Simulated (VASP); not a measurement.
Wanted: the native input for a VASP 6.6.1 run.

- Task: single point
- Functional: PBE
- Dispersion: D3(BJ)
- Potentials or basis: VASP PAW PBE potentials, release 64 (Sn_d, O)
- Cutoff: 520 eV
- k mesh: 12 × 12 × 6
- Occupations: gaussian, width 0.02 eV
- Spin: no spin polarisation
- Dipole correction: no
- Further INCAR settings: ALGO = Normal; EDIFF = 1e-06; NBANDS = 20

The structure of SnO2 lies in POSCAR:

```
SnO2
1.0
    3.2256811044      0.0000000000      0.0000000000
   -1.6128405522      2.7935217809      0.0000000000
    0.0000000000      0.0000000000      5.0246228046
Sn O
1 2
Direct
    0.0000000000      0.0000000000      0.5000000000
    0.3333333333      0.6666666667      0.7014383471
    0.6666666667      0.3333333333      0.2985616529
```

This cell differs from its parent crystal: volume scaled by 1.10, then relaxed in part.

The input as run:

INCAR

```
SYSTEM = SnO2
  PREC = Accurate
  ENCUT = 520
  EDIFF = 1E-6
  ISMEAR = 0
  SIGMA = 0.02
  LREAL = .FALSE.
  LASPH = .TRUE.
  NELM = 80
  ALGO = Normal
  ISIF = 2
  LWAVE = .FALSE.
  LCHARG = .FALSE.
  GGA = PE
  IVDW = 12
  NBANDS = 20
```

KPOINTS

```
regular mesh
0
G
  12 12 6
  0 0 0
```

Potentials or basis: VASP PAW PBE potentials, release 64 (Sn_d, O).

Launch:

```sh
$ cat potpaw_PBE.64/Sn_d/POTCAR potpaw_PBE.64/O/POTCAR > POTCAR
$ mpirun -np 1 vasp_std > vasp.out
```

Results of the run:

```yaml
Pressure: -1.0 GPa
Largest_force: 0.045 eV/Å
Band_gap_on_the_k_mesh: 2.10 eV, indirect (least direct gap 2.29 eV)
Dispersion_energy_per_atom: -0.168 eV
```

Caveat: spin-orbit coupling is left out, which moves the levels of the heavy elements.

Run time: 92 s on 1 thread of Intel Xeon 8259CL, with other jobs on the host, peak memory 0.23 GiB.
